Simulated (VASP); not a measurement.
Input of a VASP 6.6.1 run:

The input INCAR:

```
ALGO = Normal
EDIFF = 1E-8
ENCUT = 520
GGA = PS
ISIF = 2
ISMEAR = -1
LASPH = T
LCHARG = F
LEFG = T
LREAL = F
LWAVE = F
NBANDS = 16
NELM = 60
PREC = Accurate
SIGMA = 0.05
```

Contents of KPOINTS:

```
k-points
0
Gamma
  16 16 13
```

File POSCAR:

```
AgB2
1.0
    3.0000016405     -0.0150000082     -0.0150000082
   -1.5129912085      2.6055776362     -0.0054903841
   -0.0162000000     -0.0162000000      3.2400000000
Ag B
1 2
Direct
    0.0000000000      0.0000000000      0.0000000000
    0.3333333333      0.6666666667      0.5000000000
    0.6666666667      0.3333333333      0.5000000000
```

Potentials or basis: VASP PAW PBE potentials, release 64 (Ag, B).

Command:

```bash
$ cat potpaw_PBE.64/Ag/POTCAR potpaw_PBE.64/B/POTCAR > POTCAR
$ mpirun -np 1 vasp_std > vasp.out
```

Predict the largest force.

0.069 eV/Å.

Estimate the band gap on the k mesh.

zero (an odd number of electrons rules out a gap without spin polarisation).

Predict the pressure.

46.9 GPa.

Forces on the atoms (eV/Å):
```
Ag   0.000  0.000  0.000
B    0.069  0.000 -0.002
B   -0.069  0.000  0.002
```

Caveat: the cell differs from its parent crystal (equal xy, yz and zx shear strains of -1 %); the stress differs along the axes, from 37 to 68 GPa; without QUAD_EFG the Cq values of the log hold for a quadrupole moment of 1 mb, not for the nuclei; the PAW data sets were made with another functional, which shifts forces and pressure a little.
